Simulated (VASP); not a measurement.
# SiSn4 (P2/m) in VASP: single point with PBE

Aim: the single point of SiSn4 with PBE.

Program: VASP 6.6.1. These are calculated values, not measurements. Logs are shortened: lines on timing, memory, paths and dates and some standing lists are left out, and cuts for length are marked.

### 1 The cell of the first run

The structure is monoclinic, space group P2/m (No. 10). The conventional cell has a = 5.557 Å, b = 3.886 Å, c = 6.160 Å, α = 90.00°, β = 93.86°, γ = 90.00°. Within 3.6 Å of Si (site symmetry 2/m) lie 6 Sn at 2.76 to 2.79 Å. Sn (site symmetry m) has 1 Si at 2.76 Å and 6 Sn at 3.12 to 3.35 Å within 3.6 Å. Within 3.7 Å of Sn (site symmetry m) lie 2 Si at 2.79 Å and 5 Sn at 3.27 to 3.35 Å.

### 2 Single point, PBE

INCAR

```
SYSTEM = SiSn4
ALGO = Fast ; EDIFF = 1E-6
ENCUT = 520 ; GGA = PE
ISIF = 2 ; ISMEAR = 0
LASPH = .TRUE. ; LCHARG = .FALSE.
LREAL = .FALSE. ; LWAVE = .FALSE.
NBANDS = 38 ; NELM = 60
PREC = Accurate ; SIGMA = 0.1
```

KPOINTS

```
k-points
0
G
  8 10 6
  0 0 0
```

POSCAR

```
SiSn4
1.0
    5.5562564409      0.0000000000     -0.0643628717
    0.0000000000      3.8858144378      0.0000000000
   -0.3430263702      0.0000000000      6.1500746212
Si Sn
1 4
Direct
    0.5000000000      0.5000000000      0.5000000000
    0.7514629002      0.5000000000      0.1287081459
    0.1937010201      0.0000000000      0.3090626024
    0.8062989799      0.0000000000      0.6909373976
    0.2485370998      0.5000000000      0.8712918541
```

Potentials or basis: VASP PAW PBE potentials, release 64 (Si, Sn_d).

Launch:

```
> cat potpaw_PBE.64/Si/POTCAR potpaw_PBE.64/Sn_d/POTCAR > POTCAR
> mpirun -np 1 vasp_std > vasp.out
```

OUTCAR:

```text
SYSTEM = SiSn4
   EDIFF = 1E-6
   ENCUT = 520
   GGA = PE
   ISIF = 2
   ISMEAR = 0
   LASPH = .TRUE.
   LREAL = .FALSE.
   NELM = 60
   PREC = Accurate

 ion  position               nearest neighbor table
   1  0.500  0.500  0.500-   2 2.76   5 2.76   4 2.79   3 2.79   3 2.79   4 2.79
   2  0.751  0.500  0.129-   1 2.76   5 3.12   3 3.27   3 3.27   5 3.28   4 3.35   4 3.35
   3  0.194  0.000  0.309-   1 2.79   1 2.79   2 3.27   2 3.27   4 3.29   5 3.35   5 3.35
   4  0.806  0.000  0.691-   1 2.79   1 2.79   5 3.27   5 3.27   3 3.29   2 3.35   2 3.35
   5  0.249  0.500  0.871-   1 2.76   2 3.12   4 3.27   4 3.27   2 3.28   3 3.35   3 3.35

  LATTYP: Found a simple monoclinic cell.
 ALAT       =     5.5566292135
 B/A-ratio  =     0.6993114510
 C/A-ratio  =     1.1085198004
 COS(beta)  =    -0.0672507794

  Lattice vectors:

 A1 = (   5.5562564409,   0.0000000000,  -0.0643628717)
 A2 = (   0.0000000000,   3.8858144378,   0.0000000000)
 A3 = (  -0.3430263702,   0.0000000000,   6.1500746212)

Analysis of symmetry for initial positions (statically):
=====================================================================
 Subroutine PRICEL returns:
 Original cell was already a primitive cell.

 Routine SETGRP: Setting up the symmetry group for a
 simple monoclinic supercell.

 Subroutine GETGRP returns: Found  4 space group operations
 (whereof  4 operations were pure point group operations)
 out of a pool of  4 trial point group operations.

The static configuration has the point symmetry C_2h.

Analysis of symmetry for dynamics (positions and initial velocities):
=====================================================================
 Subroutine PRICEL returns:
 Original cell was already a primitive cell.

 Routine SETGRP: Setting up the symmetry group for a
 simple monoclinic supercell.

 Subroutine GETGRP returns: Found  4 space group operations
 (whereof  4 operations were pure point group operations)
 out of a pool of  4 trial point group operations.

The dynamic configuration has the point symmetry C_2h.

 Subroutine INISYM returns: Found  4 space group operations
 (whereof  4 operations are pure point group operations),
 and found     1 'primitive' translations

----------------------------------------------------------------------------------------

                                     Primitive cell

  volume of cell :     132.6979

  direct lattice vectors                    reciprocal lattice vectors
     5.556256441  0.000000000 -0.064362872     0.180093653  0.000000000  0.010044898
     0.000000000  3.885814438  0.000000000     0.000000000  0.257346308  0.000000000
    -0.343026370  0.000000000  6.150074621     0.001884749  0.000000000  0.162704777

  length of vectors
     5.556629213  3.885814438  6.159633507     0.180373567  0.257346308  0.162715693

  position of ions in fractional coordinates (direct lattice)
     0.500000000  0.500000000  0.500000000
     0.751462900  0.500000000  0.128708146
     0.193701020  0.000000000  0.309062602
     0.806298980  0.000000000  0.690937398
     0.248537100  0.500000000  0.871291854

  ion indices of the primitive-cell ions
   primitive index   ion index
                 1           1
                 2           2
                 3           3
                 4           4
                 5           5

----------------------------------------------------------------------------------------

 KPOINTS: k-points

Automatic generation of k-mesh.
 Grid dimensions read from file:
 generate k-points for:    8   10    6

 Generating k-lattice:

  Cartesian coordinates                     Fractional coordinates (reciprocal lattice)
     0.022511707  0.000000000  0.001255612     0.125000000  0.000000000  0.000000000
     0.000000000  0.025734631  0.000000000     0.000000000  0.100000000  0.000000000
     0.000314125  0.000000000  0.027117463     0.000000000  0.000000000  0.166666667

  Length of vectors
     0.022546696  0.025734631  0.027119282

  Shift w.r.t. Gamma in fractional coordinates (k-lattice)
     0.000000000  0.000000000  0.000000000

 Subroutine IBZKPT returns following result:
 ===========================================

 Found    156 irreducible k-points:

 Following reciprocal coordinates:
            Coordinates               Weight
  0.000000  0.000000  0.000000      1.000000
  0.125000  0.000000 -0.000000      2.000000
  0.250000  0.000000 -0.000000      2.000000
  0.375000  0.000000 -0.000000      2.000000
  0.500000  0.000000 -0.000000      1.000000
  0.000000  0.100000  0.000000      2.000000
[... 16 lines left out ...]
  0.250000  0.400000 -0.000000      4.000000
  0.375000  0.400000 -0.000000      4.000000
 [... further k-points ...]
   k-points           NKPTS =    156   k-points in BZ     NKDIM =    156   number of bands    NBANDS=     38
   number of dos      NEDOS =    301   number of ions     NIONS =      5
   total plane-waves  NPLWV =  60480
   dimension x,y,z NGX =    42 NGY =   30 NGZ =   48
   dimension x,y,z NGXF=    84 NGYF=   60 NGZF=   96
   ions per type =               1   4
   NGX,Y,Z   is equivalent  to a cutoff of  12.57, 12.83, 12.95 a.u.
   NGXF,Y,Z  is equivalent  to a cutoff of  25.13, 25.67, 25.91 a.u.
 SYSTEM =  SiSn4
   PREC   = accura    normal or accurate (medium, high low for compatibility)
   ISTART =      0    job   : 0-new  1-cont  2-samecut
   ICHARG =      2    charge: 1-file 2-atom 10-const
   ISPIN  =      1    spin polarized calculation?
   LNONCOLLINEAR =      F non collinear calculations
   LSORBIT =      F    spin-orbit coupling
   LASPH  =      T    aspherical Exc in radial PAW
   ENCUT  =  520.0 eV  38.22 Ry    6.18 a.u.  10.33  7.23 11.45*2*pi/ulx,y,z
   NELM   =     60;   NELMIN=  2; NELMDL= -5     # of ELM steps
   EDIFF  = 0.1E-05   stopping-criterion for ELM
   LREAL  =      F    real-space projection
   EDIFFG = 0.1E-04   stopping-criterion for IOM
   NSW    =      0    number of steps for IOM
   IBRION =     -1    ionic relax: 0-MD 1-quasi-New 2-CG
   NFREE  =      0    steps in history (QN), initial steepest desc. (CG)
   ISIF   =      2    stress and relaxation
   ISYM   =      2    0-nonsym 1-usesym 2-fastsym
   POTIM  = 0.5000    time-step for ionic-motion
   TEBEG  =    0.0;   TEEND  =   0.0 temperature during run
   PSTRESS=    0.0 pullay stress
   NELECT =      60.0000    total number of electrons
   NUPDOWN=      -1.0000    fix difference up-down
   EMIN   =  10.00;   EMAX   =-10.00  energy-range for DOS
   EFERMI =   0.00;   METHOD = LEGACY
   ISMEAR =     0;   SIGMA  =   0.10  broadening in eV -4-tet -1-fermi 0-gaus
   EFERMI_NEDOS =   21; number of points for ismear=-14 and -15
   IALGO  =     68    algorithm
   IMIX   =      4    mixing-type and parameters
     AMIX     =   0.40;   BMIX     =  1.00
     AMIX_MAG =   1.60;   BMIX_MAG =  1.00
  volume/ion in A,a.u.               =      26.54       179.10
  Fermi-wavevector in a.u.,A,eV,Ry     =   1.256523  2.374485 21.481572  1.578851
  Thomas-Fermi vector in A             =   2.390227
   LORBIT       =      0    0 simple, 1 ext, 2 COOP (PROOUT), +10 PAW based schemes
   GGA     = PE    functional components
   LHFCALC =     F    Hartree Fock is set to
   AEXX    =    0.0000 exact exchange contribution
   IVDW    =     0    specifies the selected vdW correction
   LEPSILON=     F    determine dielectric tensor
   LRPA    =     F    only Hartree local field effects (RPA)
 non-spin polarized calculation
 RMM-DIIS sequential band-by-band and
 Gauss-broadening in eV      SIGMA  =   0.10
  energy-cutoff  :      520.00
  volume of cell :      132.70
 maximum number of plane-waves:      3598
 NGX is ok and might be reduce to    42
   NGX = 21   NGY = 15   NGZ = 23

 number of electron      59.9999985 magnetization

 Free energy of the ion-electron system (eV)
  ---------------------------------------------------
  ext. energy  EPLUGINS =         0.00000000
  ---------------------------------------------------
  free energy    TOTEN  =       -19.87679718 eV

  energy without entropy =      -19.86485945  energy(sigma->0) =      -19.87082831

 E-fermi :   7.3499     XC(G=0): -10.0652

 val. band max:        7.3479564219   @ k =   0.3750   0.4000   0.5000
 cond. band min:       7.3503001119   @ k =  -0.3750   0.3000   0.3333
 fundamental gap:      0.0023436900
 Fermi energy:         7.3498642822

 k-point     1 :       0.0000    0.0000    0.0000
  band No.  band energies     occupation
      1     -14.2032      2.00000
      2     -14.1820      2.00000
      3     -14.1632      2.00000
      4     -14.1454      2.00000
      5     -14.1416      2.00000
      6     -14.1277      2.00000
[... 30 lines left out ...]
     37      12.4554      0.00000
     38      12.4635      0.00000

 k-point     2 :       0.1250    0.0000   -0.0000
  band No.  band energies     occupation
      1     -14.2027      2.00000
      2     -14.1795      2.00000
      3     -14.1682      2.00000
      4     -14.1494      2.00000
      5     -14.1408      2.00000
      6     -14.1315      2.00000
[... 30 lines left out ...]
     37      12.0568      0.00000
     38      12.8636      0.00000

 k-point     3 :       0.2500    0.0000   -0.0000
  band No.  band energies     occupation
      1     -14.2021      2.00000
      2     -14.1762      2.00000
      3     -14.1743      2.00000
      4     -14.1540      2.00000
      5     -14.1408      2.00000
      6     -14.1342      2.00000
[... 30 lines left out ...]
     37      12.0696      0.00000
     38      12.6806      0.00000

 k-point     4 :       0.3750    0.0000   -0.0000
  band No.  band energies     occupation
      1     -14.2025      2.00000
      2     -14.1804      2.00000
      3     -14.1721      2.00000
      4     -14.1555      2.00000
      5     -14.1377      2.00000
      6     -14.1361      2.00000
[... 30 lines left out ...]
     37      11.9297      0.00000
     38      12.6979      0.00000
[... 703 lines left out ...]
      4     -14.1399      2.00000
      5     -14.1396      2.00000
      6     -14.1221      2.00000
[... 30 lines left out ...]
     37      10.7656      0.00000
     38      12.4122      0.00000

 k-point    23 :       0.2500    0.4000   -0.0000
  band No.  band energies     occupation
      1     -14.1989      2.00000
      2     -14.1798      2.00000
      3     -14.1560      2.00000
      4     -14.1399      2.00000
      5     -14.1344      2.00000
      6     -14.1267      2.00000
[... 30 lines left out ...]
     37      11.8266      0.00000
     38      13.5625      0.00000

 k-point    24 :       0.3750    0.4000   -0.0000
  band No.  band energies     occupation
      1     -14.2061      2.00000
      2     -14.1686      2.00000
      3     -14.1605      2.00000
      4     -14.1431      2.00000
      5     -14.1382      2.00000
      6     -14.1200      2.00000
[... 30 lines left out ...]
     37      12.5170      0.00000
     38      13.1321      0.00000

 [... further k-points ...]

------------------------ aborting loop because EDIFF is reached ----------------------------------------

  FORCE on cell =-STRESS in cart. coord.  units (eV):
  Direction    XX          YY          ZZ          XY          YZ          ZX
  --------------------------------------------------------------------------------------
  -------------------------------------------------------------------------------------
  Total       -0.0401196     -0.0371343     -0.0580033      0.0000000      0.0000000      0.0050739
  in kB       -0.4843985     -0.4483542     -0.7003238      0.0000000      0.0000000      0.0612611
  external PRESSURE =      -0.5443588 kB  Pullay stress =       0.0000000 kB

 VOLUME and BASIS-vectors are now :
 -----------------------------------------------------------------------------
  energy-cutoff  :      520.00
  volume of cell :      132.70
      direct lattice vectors                 reciprocal lattice vectors
     5.556256441  0.000000000 -0.064362872     0.180093653  0.000000000  0.010044898
     0.000000000  3.885814438  0.000000000     0.000000000  0.257346308  0.000000000
    -0.343026370  0.000000000  6.150074621     0.001884749  0.000000000  0.162704777

 POSITION                                       TOTAL-FORCE (eV/Angst)
 -----------------------------------------------------------------------------------
      2.60662      1.94291      3.04286        -0.000000      0.000000      0.000000
      4.13117      1.94291      0.74320        -0.000889      0.000000      0.001343
      0.97024      0.00000      1.88829         0.001598      0.000000      0.000872
      4.24299      0.00000      4.19742        -0.001598      0.000000     -0.000872
      1.08206      1.94291      5.34251         0.000889      0.000000     -0.001343
 -----------------------------------------------------------------------------------
    total drift:                                0.000000     -0.000000      0.000000

  FREE ENERGIE OF THE ION-ELECTRON SYSTEM (eV)
  ---------------------------------------------------
  free  energy   TOTEN  =       -19.8767971816 eV

  energy  without entropy=      -19.8648594480  energy(sigma->0) =      -19.87082831
```

Wall time 4.8 min (1 thread of Intel Xeon 6975P-C (Granite Rapids), shared host); peak memory 0.66 GiB.

Results:

| Item | Value |
| --- | --- |
| Free energy | -19.8768 eV |
| Pressure | -0.1 GPa |
| Band gap on the k mesh | zero (bands 30 and 31 overlap by 3.05 eV) |

Caveat: spin-orbit coupling is left out, which moves the levels of the heavy elements.
